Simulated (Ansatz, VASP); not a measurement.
## Two plane-wave programs on RuPt2

```
Ru Pt
1.0
     2.75893    0.00000    0.00000
    -1.37946    2.38930    0.00000
     0.00000    0.00000   13.66593
Ru Pt
2 4
Direct
  0.00000 0.00000 0.25000
  0.00000 0.00000 0.75000
  0.33333 0.66667 0.08743
  0.66667 0.33333 0.58743
  0.33333 0.66667 0.41257
  0.66667 0.33333 0.91257
```

Change from the starting cell: species swapped into the TaSe2 type (P6_3/mmc, No. 194).

Alike in both runs: task single point; functional PBE; k mesh 6 × 6 × 2; occupations gaussian, width 0.1 eV; collinear spin.

```csv
,VASP,Ansatz
version,VASP 6.6.1,Ansatz 0.2.0
potentials or method,"VASP PAW PBE potentials, release 64 (Ru_pv, Pt), cutoff 520 eV","scalar-relativistic, plane waves, PAW"
valence electrons in the cell,68,104
```

Ansatz gave:

```
gap on the k mesh at the Fermi level (eV) : none
pressure (GPa)                            : 0.0
net moment per atom (μB)                  : 0.00
```

**Question.** Estimate VASP's values.

**Answer.** gap on the k mesh at the Fermi level (eV): none; pressure (GPa): -0.4; net moment per atom (μB): 0.00.

A gap of «none» marks a metal or a gap that the smearing closes. VASP's potentials hold 68 valence electrons a cell and Ansatz's 104, so a difference there can come from the potentials and not from the codes. Ansatz's warnings: seeded moment not kept.

The k mesh is coarse, so the values compare programs but aren't converged. Spin-orbit coupling is off throughout.
